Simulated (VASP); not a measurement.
The system is PtSe2.

```
CELL_PARAMETERS angstrom
3.72400 0.00000 0.00000
-1.86200 3.22508 0.00000
0.00000 0.00000 5.06200
ATOMIC_POSITIONS crystal
Pt 0.00000 0.00000 0.00000
Se 0.33333 0.66667 0.25000
Se 0.66667 0.33333 0.75000
```

```yaml
Program: VASP 6.6.1
Task: relaxation of cell and atoms
Functional: PBEsol
Potentials_or_basis: VASP PAW PBE potentials, release 64 (Pt, Se)
Cutoff: 600 eV
k_mesh: 9 × 9 × 6
Occupations: methfessel-paxton, width 0.05 eV
Spin: no spin polarisation
```

At the start: pressure 2.3 GPa; volume 20.27 Å³/atom.

Question: How do energy, volume and symmetry change on relaxing?

Answer: Over 8 steps the energy falls by 6.5 meV/atom and the volume is 19.83 Å³/atom (-2.2 %); space group P-3m1 (No. 164, to 0.1 Å) before and after.

The path:
```csv
step,energy change (eV),largest force (eV/Å),pressure (GPa),volume (Å³)
1,0.0000,0.3401,2.26,60.80
2,0.0157,0.3033,-4.06,63.34
3,-0.0091,0.0845,-0.29,61.73
4,-0.0091,0.0895,-0.24,61.71
5,-0.0106,0.0838,-0.23,61.53
6,-0.0148,0.0685,-0.15,60.96
7,-0.0194,0.0317,0.10,59.84
8,-0.0196,0.0178,0.22,59.48
```

Final structure:
```
CELL_PARAMETERS angstrom
3.75727 0.00000 0.00000
-1.87863 3.25389 0.00000
0.00000 0.00000 4.86485
ATOMIC_POSITIONS crystal
Pt 0.00000 0.00000 0.00000
Se 0.33333 0.66667 0.26105
Se 0.66667 0.33333 0.73895
```

Caveat: the PAW data sets were made with another functional, which shifts forces and pressure a little.
